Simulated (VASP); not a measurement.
# HfS2 (P-3m1) in VASP: notebook

Runs on HfS2. Level: PBE+D3(BJ). Tasks: relaxation of the atoms.

All numbers are computed with VASP 6.6.1; they aren't measurements. Logs are shortened: lines on timing, memory, paths and dates and some standing lists are left out, and cuts for length are marked.

## (1) The cell of the first run

It takes space group P-3m1 (No. 164, trigonal). Conventional cell: a = 3.714 Å, b = 3.714 Å, c = 5.943 Å, α = 90.00°, β = 90.00°, γ = 120.00°. Within 3.4 Å of Hf (site symmetry -3m) lie 6 S at 2.59 Å. S (site symmetry 3m) has 3 Hf at 2.59 Å within 3.4 Å.

## (2) Relaxation of the atoms, PBE+D3(BJ) (equal strain along all axes, cell held: +3.0 %)

INCAR

```
SYSTEM = HfS2
PREC = Accurate
ENCUT = 450
EDIFF = 1E-7
ISMEAR = 0
SIGMA = 0.02
LREAL = .FALSE.
LASPH = .TRUE.
NELM = 120
ALGO = Normal
ISIF = 2
LWAVE = .FALSE.
LCHARG = .FALSE.
GGA = PE
IVDW = 12
IBRION = 2
NSW = 60
EDIFFG = -0.008
GGA_COMPAT = .FALSE.
NELMIN = 4
```

KPOINTS

```
regular mesh
0
G
  12 12 6
  0 0 0
```

POSCAR

```
HfS2
1.0
    3.7140387295      0.0000000000      0.0000000000
   -1.8570193647      3.2164518903      0.0000000000
    0.0000000000      0.0000000000      5.9434993811
Hf S
1 2
Direct
    0.0000000000      0.0000000000      0.0000000000
    0.6666666667      0.3333333333      0.7549261813
    0.3333333333      0.6666666667      0.2450738187
```

Potentials or basis: VASP PAW PBE potentials, release 64 (Hf_pv, S).

Started as:

```console
> cat potpaw_PBE.64/Hf_pv/POTCAR potpaw_PBE.64/S/POTCAR > POTCAR
> mpirun -np 1 vasp_std > vasp.out
```

OUTCAR:

```text
SYSTEM = HfS2
   PREC = Accurate
   ENCUT = 450
   EDIFF = 1E-7
   ISMEAR = 0
   LREAL = .FALSE.
   LASPH = .TRUE.
   NELM = 120
   ISIF = 2
   GGA = PE
   IVDW = 12
   IBRION = 2
   NSW = 60
   EDIFFG = -0.008
   NELMIN = 4
 IVDW          = 12

 ion  position               nearest neighbor table
   1  0.000  0.000  0.000-   2 2.59   3 2.59   3 2.59   2 2.59   2 2.59   3 2.59
   2  0.667  0.333  0.755-   1 2.59   1 2.59   1 2.59
   3  0.333  0.667  0.245-   1 2.59   1 2.59   1 2.59

  LATTYP: Found a hexagonal cell.
 ALAT       =     3.7140387295
 C/A-ratio  =     1.6002793223

  Lattice vectors:

 A1 = (   3.7140387295,   0.0000000000,   0.0000000000)
 A2 = (  -1.8570193647,   3.2164518903,   0.0000000000)
 A3 = (   0.0000000000,   0.0000000000,   5.9434993811)

Analysis of symmetry for initial positions (statically):
=====================================================================
 Subroutine PRICEL returns:
 Original cell was already a primitive cell.

 Routine SETGRP: Setting up the symmetry group for a
 hexagonal supercell.

 Subroutine GETGRP returns: Found 12 space group operations
 (whereof 12 operations were pure point group operations)
 out of a pool of 24 trial point group operations.

The static configuration has the point symmetry D_3d.

Analysis of symmetry for dynamics (positions and initial velocities):
=====================================================================
 Subroutine PRICEL returns:
 Original cell was already a primitive cell.

 Routine SETGRP: Setting up the symmetry group for a
 hexagonal supercell.

 Subroutine GETGRP returns: Found 12 space group operations
 (whereof 12 operations were pure point group operations)
 out of a pool of 24 trial point group operations.

The dynamic configuration has the point symmetry D_3d.

 Subroutine INISYM returns: Found 12 space group operations
 (whereof 12 operations are pure point group operations),
 and found     1 'primitive' translations

----------------------------------------------------------------------------------------

                                     Primitive cell

  volume of cell :      71.0012

  direct lattice vectors                    reciprocal lattice vectors
     3.714038729  0.000000000  0.000000000     0.269248673  0.155450794  0.000000000
    -1.857019365  3.216451890  0.000000000     0.000000000  0.310901588  0.000000000
     0.000000000  0.000000000  5.943499381     0.000000000  0.000000000  0.168251048

  length of vectors
     3.714038729  3.714038729  5.943499381     0.310901588  0.310901588  0.168251048

  position of ions in fractional coordinates (direct lattice)
     0.000000000  0.000000000  0.000000000
     0.666666667  0.333333333  0.754926181
[... 78 lines left out ...]
   NELM   =    120;   NELMIN=  4; NELMDL= -5     # of ELM steps
   EDIFF  = 0.1E-06   stopping-criterion for ELM
   LREAL  =      F    real-space projection
   EDIFFG = -.8E-02   stopping-criterion for IOM
   NSW    =     60    number of steps for IOM
   IBRION =      2    ionic relax: 0-MD 1-quasi-New 2-CG
   NFREE  =      1    steps in history (QN), initial steepest desc. (CG)
   ISIF   =      2    stress and relaxation
   ISYM   =      2    0-nonsym 1-usesym 2-fastsym
   POTIM  = 0.5000    time-step for ionic-motion
   TEBEG  =    0.0;   TEEND  =   0.0 temperature during run
   PSTRESS=    0.0 pullay stress
   NELECT =      22.0000    total number of electrons
   NUPDOWN=      -1.0000    fix difference up-down
   EMIN   =  10.00;   EMAX   =-10.00  energy-range for DOS
   EFERMI =   0.00;   METHOD = LEGACY
   ISMEAR =     0;   SIGMA  =   0.02  broadening in eV -4-tet -1-fermi 0-gaus
   EFERMI_NEDOS =   21; number of points for ismear=-14 and -15
   IALGO  =     38    algorithm
   IMIX   =      4    mixing-type and parameters
     AMIX     =   0.40;   BMIX     =  1.00
     AMIX_MAG =   1.60;   BMIX_MAG =  1.00
  volume/ion in A,a.u.               =      23.67       159.71
  Fermi-wavevector in a.u.,A,eV,Ry     =   1.107798  2.093434 16.697286  1.227216
  Thomas-Fermi vector in A             =   2.244317
   LORBIT       =      0    0 simple, 1 ext, 2 COOP (PROOUT), +10 PAW based schemes
   GGA     = PE    functional components
   LHFCALC =     F    Hartree Fock is set to
   AEXX    =    0.0000 exact exchange contribution
   IVDW    =    12    specifies the selected vdW correction
   LEPSILON=     F    determine dielectric tensor
   LRPA    =     F    only Hartree local field effects (RPA)
 conjugate gradient relaxation of ions
 non-spin polarized calculation
 Gauss-broadening in eV      SIGMA  =   0.02
  energy-cutoff  :      450.00
  volume of cell :       71.00
 maximum number of plane-waves:      1566
 NGX is ok and might be reduce to    28
   NGX = 13   NGY = 13   NGZ = 21

--------------------------------------- Ionic step        1  -------------------------------------------

 number of electron      21.9999999 magnetization

 Free energy of the ion-electron system (eV)
  ---------------------------------------------------
  ext. energy  EPLUGINS =         0.00000000
  ---------------------------------------------------
  free energy    TOTEN  =       -22.85477279 eV

  energy without entropy =      -22.85477279  energy(sigma->0) =      -22.85477279

------------------------ aborting loop because EDIFF is reached ----------------------------------------

 Edisp (eV)   -0.92695

 E8    (eV) :    -0.3990
[... 73 lines left out ...]
--------------------------------------- Ionic step        3  -------------------------------------------

 number of electron      22.0000002 magnetization

 Free energy of the ion-electron system (eV)
  ---------------------------------------------------
  ext. energy  EPLUGINS =         0.00000000
  ---------------------------------------------------
  free energy    TOTEN  =       -22.88336467 eV

  energy without entropy =      -22.88336467  energy(sigma->0) =      -22.88336467

 E-fermi :   2.8955     XC(G=0):  -9.3410

 val. band max:        2.8151071887   @ k =   0.0833  -0.0000   0.0000
 cond. band min:       4.0373782440   @ k =   0.5000  -0.0000   0.5000
 fundamental gap:      1.2222710553
 Fermi energy:         2.8954928634

 k-point     1 :       0.0000    0.0000    0.0000
  band No.  band energies     occupation
      1     -28.1154      2.00000
      2     -28.0043      2.00000
      3     -28.0043      2.00000
      4     -10.1334      2.00000
      5      -8.4942      2.00000
      6      -1.6566      2.00000
      7      -0.0754      2.00000
      8      -0.0754      2.00000
      9       2.5915      2.00000
     10       2.5915      2.00000
     11       2.7927      2.00000
     12       4.6912      0.00000
     13       4.6912      0.00000
     14       5.4637      0.00000
[... 401 lines left out ...]
      2     -28.0423      2.00000
      3     -28.0129      2.00000
      4      -9.8141      2.00000
      5      -8.6031      2.00000
      6      -1.2294      2.00000
      7      -0.2686      2.00000
      8       0.0627      2.00000
      9       1.0636      2.00000
     10       2.0730      2.00000
     11       2.6244      2.00000
     12       4.6400      0.00000
     13       5.3880      0.00000
     14       6.0444      0.00000
     15       7.6369      0.00000

 [... further k-points ...]

------------------------ aborting loop because EDIFF is reached ----------------------------------------

 Edisp (eV)   -0.92557

 E8    (eV) :    -0.3981
[... 26 lines left out ...]
  FREE ENERGIE OF THE ION-ELECTRON SYSTEM (eV)
  ---------------------------------------------------
  free  energy   TOTEN  =       -23.8089330776 eV

  energy  without entropy=      -23.8089330776  energy(sigma->0) =      -23.80893308

 reached required accuracy - stopping structural energy minimisation
```

OSZICAR:

```text
N       E                     dE             d eps       ncg     rms          rms(c)
DAV:   1     0.868528942959E+02    0.86853E+02   -0.10275E+04  3048   0.115E+03
DAV:   2    -0.193550963555E+02   -0.10621E+03   -0.10437E+03  3834   0.243E+02
DAV:   3    -0.247975654818E+02   -0.54425E+01   -0.54324E+01  4204   0.501E+01
[... 25 lines left out ...]
DAV:   3    -0.228833898205E+02    0.19719E-03   -0.99467E-04  3987   0.214E-01    0.351E-01
DAV:   4    -0.228833622671E+02    0.27553E-04   -0.37515E-04  3840   0.102E-01    0.106E-01
DAV:   5    -0.228833674754E+02   -0.52083E-05   -0.25441E-05  3973   0.314E-02    0.298E-02
DAV:   6    -0.228833648643E+02    0.26111E-05   -0.61842E-06  3840   0.137E-02    0.157E-02
DAV:   7    -0.228833646038E+02    0.26052E-06   -0.25828E-06  3889   0.841E-03    0.426E-03
DAV:   8    -0.228833646677E+02   -0.63899E-07   -0.35193E-07  3644   0.358E-03
   3 F= -.23808933E+02 E0= -.23808933E+02  d E =-.272144E-01
```

CONTCAR:

```text
HfS2
   1.00000000000000
     3.7140387294999999    0.0000000000000000    0.0000000000000000
    -1.8570193647000000    3.2164518903000001    0.0000000000000000
     0.0000000000000000    0.0000000000000000    5.9434993810999996
  Hf              S
     1     2
Direct
     0.0000000000000000    0.0000000000000000    0.0000000000000000
     0.6666666667000030    0.3333333332999970    0.7631474135188958
     0.3333333332999970    0.6666666667000030    0.2368525864811042

  0.00000000E+00  0.00000000E+00  0.00000000E+00
  0.00000000E+00  0.00000000E+00  0.00000000E+00
  0.00000000E+00  0.00000000E+00  0.00000000E+00
```

Wall time 2.7 min (1 thread of Intel Xeon Platinum 8259CL at 2.50GHz (Skylake/Cascade Lake), shared host); peak memory 0.24 GiB.

Results:

```yaml
Free_energy: -23.8089 eV
Energy_gained_by_relaxing: 9.1 meV/atom
Ionic_steps: 3
Pressure_after_relaxing: -3.7 GPa
Largest_force_after_relaxing: 0.005 eV/Å
Band_gap_on_the_k_mesh: 1.22 eV (least direct gap 1.90 eV)
Dispersion_energy_per_atom: -0.309 eV
```

Forces in eV/Å, atoms in the order of the input:
```
Hf   0.000  0.000  0.000
S    0.000  0.000  0.005
S    0.000  0.000 -0.005
```

Stress tensor (GPa, compression positive):
```
-4.94  0.00  0.00
 0.00 -4.94  0.00
 0.00  0.00 -1.26
```

The path:
```
step  energy change (eV)  largest force (eV/Å)  pressure (GPa)
   1              0.0000                0.5481           -6.13
   2             -0.0213                0.2565           -4.85
   3             -0.0272                0.0045           -3.72
```

Final structure:
```
Hf S
1.0
     3.71404    0.00000    0.00000
    -1.85702    3.21645    0.00000
     0.00000    0.00000    5.94350
Hf S
1 2
Cartesian
  0.0000 0.0000 0.0000
  1.8570 1.0722 4.5358
  0.0000 2.1443 1.4077
```

Caveat: the cell differs from its parent crystal (equal strain along all axes, cell held: +3.0 %); spin-orbit coupling is left out, which moves the levels of the heavy elements.

## (3) Relaxation of the atoms, PBE+D3(BJ) (equal strain along all axes, cell held: -4.5 %)

INCAR

```
SYSTEM = HfS2
PREC = Accurate ; ENCUT = 450
EDIFF = 1E-7 ; ISMEAR = 0
SIGMA = 0.02 ; LREAL = .FALSE.
LASPH = .TRUE. ; NELM = 120
ALGO = Normal ; ISIF = 2
LWAVE = .FALSE. ; LCHARG = .FALSE.
GGA = PE ; IVDW = 12
IBRION = 2 ; NSW = 60
EDIFFG = -0.008 ; GGA_COMPAT = .FALSE.
NELMIN = 4
```

KPOINTS is that of step 2.

POSCAR

```
HfS2
1.0
    3.4435990161      0.0000000000      0.0000000000
   -1.7217995081      2.9822442284      0.0000000000
    0.0000000000      0.0000000000      5.5107202999
Hf S
1 2
Direct
    0.0000000000      0.0000000000      0.0000000000
    0.6666666667      0.3333333333      0.7331582756
    0.3333333333      0.6666666667      0.2668417244
```

Potentials or basis: VASP PAW PBE potentials, release 64 (Hf_pv, S).

Started as:

```console
> cat potpaw_PBE.64/Hf_pv/POTCAR potpaw_PBE.64/S/POTCAR > POTCAR
> mpirun -np 1 vasp_std > vasp.out
```

Run time: 64 s. Hardware: 1 thread of Oxide Virtual Turin-like, shared host; peak memory 0.19 GiB.

Results (log left out):

* Free energy: -23.7013 eV
* Energy gained by relaxing: 6.6 meV/atom
* Ionic steps: 3
* Pressure after relaxing: 8.3 GPa
* Band gap on the k mesh: 0.16 eV (least direct gap 1.24 eV)
* Dispersion energy per atom: -0.396 eV

Stress tensor (GPa, compression positive):
```
9.95 0.00 0.00
0.00 9.95 0.00
0.00 0.00 4.86
```

Step by step:
| step | energy change (eV) | largest force (eV/Å) | pressure (GPa) |
| --- | --- | --- | --- |
| 1 | 0.0000 | 0.5726 | 10.99 |
| 2 | -0.0190 | 0.1183 | 8.82 |
| 3 | -0.0199 | 0.0012 | 8.25 |

Final structure:
```cif
data_structure
_symmetry_space_group_name_H-M 'P 1'
_symmetry_Int_Tables_number 1
_cell_length_a 3.4436
_cell_length_b 3.4436
_cell_length_c 5.5107
_cell_angle_alpha 90.000
_cell_angle_beta 90.000
_cell_angle_gamma 120.000
_cell_volume 56.59
loop_
_atom_site_label
_atom_site_type_symbol
_atom_site_fract_x
_atom_site_fract_y
_atom_site_fract_z
_atom_site_occupancy
Hf1 Hf 0.00000 0.00000 0.00000 1
S1 S 0.66667 0.33333 0.72681 1
S2 S 0.33333 0.66667 0.27319 1
```

Levels at points of the mesh, in eV from the valence-band top:
```tsv
k point	band 7	band 8	band 9	band 10	band 11	band 12	band 13	band 14	band 15
(0.00, 0.00, 0.00)	-3.04	-3.04	-0.19	-0.19	0.00	1.76	1.76	1.82	4.74
(0.50, 0.00, 0.00)	-3.54	-3.43	-2.84	-2.82	-1.80	0.44	4.38	4.73	5.81
(0.00, 0.00, 0.50)	-3.03	-2.93	-2.93	-0.56	-0.56	1.66	1.66	2.50	5.71
(0.50, 0.00, 0.50)	-4.64	-3.23	-3.19	-1.11	-1.08	0.16	4.35	4.74	4.97
```

Caveat: the cell differs from its parent crystal (equal strain along all axes, cell held: -4.5 %); semilocal functionals underestimate gaps, and a narrow one can read as zero; spin-orbit coupling is left out, which moves the levels of the heavy elements. A k mesh can miss the band edges.
